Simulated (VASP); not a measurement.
# Ca3B5 in VASP: further runs, part 3 of 3

VASP 6.6.1. Earlier steps stand in the parts before.

## Step 5: Relaxation of cell and atoms, PBE

Input file INCAR:

```
PREC = Accurate
ENCUT = 600
EDIFF = 1E-6
ISMEAR = 0
SIGMA = 0.1
LREAL = False
LASPH = True
NELM = 80
ALGO = Normal
ISIF = 3
LWAVE = False
LCHARG = False
GGA = PE
IBRION = 2
NSW = 100
EDIFFG = -0.01
```

Input file KPOINTS:

```
regular mesh
0
Gamma
  12 12 4
```

Input file POSCAR:

```
Ca3B5
1.0
    3.7879705150      0.0000000000      0.0000000000
   -1.8939852575      3.2804786948      0.0000000000
    0.0000000000      0.0000000000     10.2769811126
Ca B
3 5
Direct
    0.0000000000      0.0000000000      0.6911198817
    0.0000000000      0.0000000000      0.3088801183
    0.0000000000      0.0000000000      0.0000000000
    0.3333333333      0.6666666667      0.0000000000
    0.6666666667      0.3333333333      0.0000000000
    0.5000000000      0.0000000000      0.5000000000
    0.0000000000      0.5000000000      0.5000000000
    0.5000000000      0.5000000000      0.5000000000
```

Potentials or basis: VASP PAW PBE potentials, release 64 (Ca_sv, B).

Command:

```sh
cat potpaw_PBE.64/Ca_sv/POTCAR potpaw_PBE.64/B/POTCAR > POTCAR
mpirun -np 1 vasp_std > vasp.out
```

OUTCAR:

```text
PREC = Accurate
   ENCUT = 600
   EDIFF = 1E-6
   ISMEAR = 0
   LREAL = False
   LASPH = True
   NELM = 80
   ISIF = 3
   GGA = PE
   IBRION = 2
   NSW = 100
   EDIFFG = -0.01

 ion  position               nearest neighbor table
   1  0.000  0.000  0.691-   3 3.17
   2  0.000  0.000  0.309-   3 3.17
   3  0.000  0.000  0.000-   4 2.19   5 2.19   5 2.19   4 2.19   5 2.19   4 2.19   1 3.17   2 3.17

   4  0.333  0.667  0.000-   3 2.19   3 2.19   3 2.19
   5  0.667  0.333  0.000-   3 2.19   3 2.19   3 2.19
   6  0.500  0.000  0.500-   7 1.89   8 1.89   8 1.89   7 1.89
   7  0.000  0.500  0.500-   8 1.89   8 1.89   6 1.89   6 1.89
   8  0.500  0.500  0.500-   7 1.89   7 1.89   6 1.89   6 1.89

  LATTYP: Found a hexagonal cell.
 ALAT       =     3.7879705150
 C/A-ratio  =     2.7130573144

  Lattice vectors:
[... 491 lines left out ...]
  ---------------------------------------------------
  free energy    TOTEN  =       -33.47735270 eV

  energy without entropy =      -33.46817079  energy(sigma->0) =      -33.47276175

 E-fermi :   4.1149     XC(G=0):  -9.5014

 val. band max:        4.0827678035   @ k =   0.1667   0.1667   0.5000
 cond. band min:       4.1219352525   @ k =   0.1667  -0.0000   0.5000
 fundamental gap:      0.0391674489
 Fermi energy:         4.1148806153

 k-point     1 :       0.0000    0.0000    0.0000
  band No.  band energies     occupation
      1     -37.3368      2.00000
      2     -37.3339      2.00000
      3     -35.5831      2.00000
      4     -18.4775      2.00000
      5     -18.4180      2.00000
      6     -18.3063      2.00000
[... 709 lines left out ...]
     26       5.8474      0.00000
     27       6.1543      0.00000

 [... further k-points ...]

------------------------ aborting loop because EDIFF is reached ----------------------------------------

  FORCE on cell =-STRESS in cart. coord.  units (eV):
  Direction    XX          YY          ZZ          XY          YZ          ZX
  --------------------------------------------------------------------------------------
  -------------------------------------------------------------------------------------
  Total       -0.0149686     -0.0149686      0.0272224      0.0000000      0.0000000      0.0000000
  in kB       -0.1834235     -0.1834235      0.3335800      0.0000000      0.0000000      0.0000000
  external PRESSURE =      -0.0110890 kB  Pullay stress =       0.0000000 kB
[... 23 lines left out ...]
  FREE ENERGIE OF THE ION-ELECTRON SYSTEM (eV)
  ---------------------------------------------------
  free  energy   TOTEN  =       -33.4773527008 eV

  energy  without entropy=      -33.4681707950  energy(sigma->0) =      -33.47276175

 reached required accuracy - stopping structural energy minimisation
```

OSZICAR:

```text
N       E                     dE             d eps       ncg     rms          rms(c)
DAV:   1     0.421821802894E+03    0.42182E+03   -0.23315E+04  3078   0.174E+03
DAV:   2    -0.724341630155E+01   -0.42907E+03   -0.42229E+03  3492   0.450E+02
DAV:   3    -0.361117456811E+02   -0.28868E+02   -0.27982E+02  5244   0.959E+01
DAV:   4    -0.377855602457E+02   -0.16738E+01   -0.16109E+01  4724   0.198E+01
[... 66 lines left out ...]
DAV:   1    -0.334777863043E+02   -0.63832E-03   -0.55221E-02  3102   0.185E+00    0.127E-01
DAV:   2    -0.334775157188E+02    0.27059E-03   -0.21518E-03  4266   0.392E-01    0.817E-02
DAV:   3    -0.334773648377E+02    0.15088E-03   -0.98296E-04  4750   0.219E-01    0.257E-02
DAV:   4    -0.334773529859E+02    0.11852E-04   -0.21166E-04  4320   0.882E-02    0.158E-02
DAV:   5    -0.334773527008E+02    0.28513E-06   -0.79146E-06  4812   0.160E-02
   8 F= -.33477353E+02 E0= -.33472762E+02  d E =-.137003E-03
```

Wall time 14 min (1 thread of Oxide Virtual Turin-like, shared host); peak memory 0.38 GiB.

Results:

```
Free energy                           : -33.4774 eV
Relaxed volume                        : 16.34 Å³/atom
Relaxed cell                          : a = 3.788 Å, b = 3.788 Å, c = 10.523 Å, α = 90.00°, β = 90.00°, γ = 120.00°
Space group after relaxing (to 0.1 Å) : P6/mmm (No. 191)
Energy gained by relaxing             : 1.8 meV/atom
Ionic steps                           : 8
Pressure after relaxing               : 0.0 GPa
Largest force after relaxing          : 0.004 eV/Å
Band gap on the k mesh                : zero (an odd number of electrons rules out a gap without spin polarisation)
```

Forces in eV/Å, atoms in the order of the input:
```
Ca   0.000  0.000  0.004
Ca   0.000  0.000 -0.004
Ca   0.000  0.000  0.000
B    0.000  0.000  0.000
B    0.000  0.000  0.000
B    0.000  0.000  0.000
B    0.000  0.000  0.000
B    0.000  0.000  0.000
```

Step by step:
```
step  energy change (eV)  largest force (eV/Å)  pressure (GPa)  volume (Å³)
   1              0.0000                0.0365            0.38       127.71
   2             -0.0063                0.0780            0.26       128.40
   3             -0.0100                0.1415            0.08       129.47
   4             -0.0123                0.1006            0.02       129.91
   5             -0.0144                0.0231           -0.10       130.74
   6             -0.0144                0.0097           -0.12       130.88
   7             -0.0144                0.0211            0.18       130.59
   8             -0.0146                0.0039            0.00       130.75
```

Final structure:
```cif
data_structure
_symmetry_space_group_name_H-M 'P 1'
_symmetry_Int_Tables_number 1
_cell_length_a 3.7877
_cell_length_b 3.7877
_cell_length_c 10.5233
_cell_angle_alpha 90.000
_cell_angle_beta 90.000
_cell_angle_gamma 120.000
_cell_volume 130.75
loop_
_atom_site_label
_atom_site_type_symbol
_atom_site_fract_x
_atom_site_fract_y
_atom_site_fract_z
_atom_site_occupancy
Ca1 Ca 0.00000 0.00000 0.68765 1
Ca2 Ca 0.00000 0.00000 0.31235 1
Ca3 Ca 0.00000 0.00000 0.00000 1
B1 B 0.33333 0.66667 0.00000 1
B2 B 0.66667 0.33333 0.00000 1
B3 B 0.50000 0.00000 0.50000 1
B4 B 0.00000 0.50000 0.50000 1
B5 B 0.50000 0.50000 0.50000 1
```

Levels at points of the mesh, in eV from the Fermi level:
```csv
k point,band 18,band 19,band 20,band 21,band 22,band 23,band 24,band 25,band 26,band 27
"(0.00, 0.00, 0.00)",-3.85,-3.20,-2.63,-2.63,-1.60,-0.10,-0.10,0.62,0.77,1.45
"(0.50, 0.00, 0.00)",-3.68,-3.16,-2.70,-2.03,-1.45,0.36,0.76,0.85,1.32,1.88
"(0.00, 0.00, 0.50)",-3.85,-3.55,-2.63,-2.63,-0.53,-0.34,-0.10,-0.10,0.62,1.64
"(0.50, 0.00, 0.50)",-3.68,-3.16,-2.70,-1.97,-1.45,-0.16,0.84,1.39,1.55,1.68
```

## Step 6: The runs side by side

| task | cell | k mesh | cutoff (eV) | gap on the mesh (eV) | pressure (GPa) | relaxed volume (Å³/atom) | largest force (eV/Å) |
| --- | --- | --- | --- | --- | --- | --- | --- |
| single point | a = 3.788, b = 3.788, c = 10.277 Å, angles 90.0, 90.0, 120.0°, 8 atoms, atomic positions A | 6 × 6 × 4 | 520 | none | 0.2 | - | 0.05 |
| single point | a = 3.785, b = 3.785, c = 10.514 Å, angles 90.0, 90.0, 120.0°, 8 atoms, atomic positions B | 12 × 12 × 4 | 520 | none | 0.2 | - | 0.03 |
| relaxation of cell and atoms | relaxed from a = 4.567, b = 4.567, c = 6.641 Å, angles 90.0, 90.0, 120.0°, 8 atoms, atomic positions C | 6 × 6 × 4 | 600 | none | 0.1 | 15.83 | 0.02 |
| relaxation of cell and atoms | relaxed from a = 3.788, b = 3.788, c = 10.277 Å, angles 90.0, 90.0, 120.0°, 8 atoms, atomic positions A | 12 × 12 × 4 | 600 | none | 0.0 | 16.34 | - |

Alike in all rows: level PBE; potentials or basis VASP PAW PBE potentials, release 64 (Ca_sv, B); no spin polarisation; smearing gaussian 0.1 eV.

Caveats: a cell axis changed by over 15 % at a fixed basis, so the end point is rough (at least some runs).

Total energies depend on the potentials used, so only differences within one code and one set of settings carry meaning.
